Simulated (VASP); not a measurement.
Wanted: the native input for a VASP 6.6.1 run.

```
Task                   : single point
Functional             : PBE
Potentials or basis    : VASP PAW PBE potentials, release 64 (Al, N)
Cutoff                 : 520 eV
k mesh                 : 9 × 9 × 6
Occupations            : gaussian, width 0.05 eV
Spin                   : no spin polarisation
Dipole correction      : no
Further INCAR settings : ALGO = Normal; EDIFF = 1e-06; NBANDS = 16
```

The structure of AlN lies in POSCAR:

```
AlN
1.0
    3.3134793403      0.0000000000      0.0000000000
   -1.6567396702      2.8695572837      0.0000000000
    0.0000000000      0.0000000000      4.1875902404
Al N
2 2
Direct
    0.3333333333      0.6666666667      0.7500000000
    0.6666666667      0.3333333333      0.2500000000
    0.3333333333      0.6666666667      0.2500000000
    0.6666666667      0.3333333333      0.7500000000
```

The input as run:

INCAR

```
SYSTEM = AlN
PREC = Accurate ; ENCUT = 520
EDIFF = 1E-6 ; ISMEAR = 0
SIGMA = 0.05 ; LREAL = .False.
LASPH = .True. ; NELM = 60
ALGO = Normal ; ISIF = 2
LWAVE = .False. ; LCHARG = .False.
GGA = PE ; NBANDS = 16
```

KPOINTS

```
Automatic mesh
0
Gamma
  9 9 6
  0 0 0
```

Potentials or basis: VASP PAW PBE potentials, release 64 (Al, N).

Command:

```sh
$ cat potpaw_PBE.64/Al/POTCAR potpaw_PBE.64/N/POTCAR > POTCAR
$ mpirun -np 1 vasp_std > vasp.out
```

Results of the run:

The pressure is -0.2 GPa. The band gap on the k mesh is 3.26 eV, direct.

Run time: 31 s on 1 thread of Intel(R) Xeon(R) Platinum 8259CL CPU @ 2.50GHz (Skylake/Cascade Lake), with other jobs on the host, peak memory 0.17 GiB.
